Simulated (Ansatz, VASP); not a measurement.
# Nb: VASP beside Ansatz

The input INCAR:

```
PREC     = Accurate       # precision mode
ENCUT    = 600            # plane-wave cutoff, eV
EDIFF    = 1E-7           # SCF threshold, eV
ISMEAR   = 0              # smearing method
SIGMA    = 0.1            # smearing width, eV
LREAL    = False          # projectors in reciprocal space
LASPH    = True           # aspherical terms in the spheres
NELM     = 60             # most SCF steps
ALGO     = Fast           # electronic algorithm
ISIF     = 3              # what is computed and relaxed
LWAVE    = False          # write WAVECAR
LCHARG   = False          # write CHGCAR
GGA      = CA             # functional
IBRION   = 2              # ionic algorithm
NSW      = 100            # ionic steps
EDIFFG   = -0.002         # ionic threshold
```

The input KPOINTS:

```
regular mesh
0
Gamma
  16 16 16
```

POSCAR

```
Nb
1.0
   -1.6265870592      1.6265870592      1.6265870592
    1.6265870592     -1.6265870592      1.6265870592
    1.6265870592      1.6265870592     -1.6265870592
Nb
1
Direct
    0.0000000000      0.0000000000      0.0000000000
```

Input for Ansatz:

```yaml
crystal:
  lattice:
    - [-1.6265870592, 1.6265870592, 1.6265870592]
    - [1.6265870592, -1.6265870592, 1.6265870592]
    - [1.6265870592, 1.6265870592, -1.6265870592]
  atoms:
    - { symbol: Nb, position: [0.0, 0.0, 0.0] }
basis:
  ecutwfc: 600.0
kpoints:
  mp_grid: { grid: [16, 16, 16] }
hamiltonian:
  xc: lda
  pseudopotentials: { kind: paw, azcp: { folder: soft_1 } }
scf:
  occupations: { method: gaussian, width: 0.1 }
output:
  forces: true
  stress: true
  eigenvalues: true
relax:
  adjacent_minimum: "off"
  f_tol: 0.002
  max_steps: 80
  cell: { stress_tol: 0.02 }
```

Alike in both runs: task relaxation of cell and atoms; functional LDA; k mesh 16 × 16 × 16; occupations gaussian, width 0.1 eV; no spin polarisation.

|  | VASP | Ansatz |
| --- | --- | --- |
| version | VASP 6.6.1 | Ansatz 0.2.0 |
| potentials or method | VASP PAW LDA potentials, release 64 (Nb_sv), cutoff 600 eV | scalar-relativistic, plane waves, PAW |
| valence electrons in the cell | 13 | 13 |

|  | VASP | Ansatz | Ansatz less VASP |
| --- | --- | --- | --- |
| gap on the k mesh at the Fermi level, each at its own relaxed structure (eV) | none | none | - |
| relaxed volume (Å³/atom) | 17.11 | 17.12 | +0.006 |
| relaxed cell length with the largest relative difference (Å) | 2.812 | 2.812 | +0.0003 |

Ansatz warns that its potentials were made for another functional, while VASP's fit it. LDA's correlation is that of Perdew and Zunger in VASP and of Perdew and Wang (1992) in Ansatz. A gap of «none» marks a metal or a gap that the smearing closes.
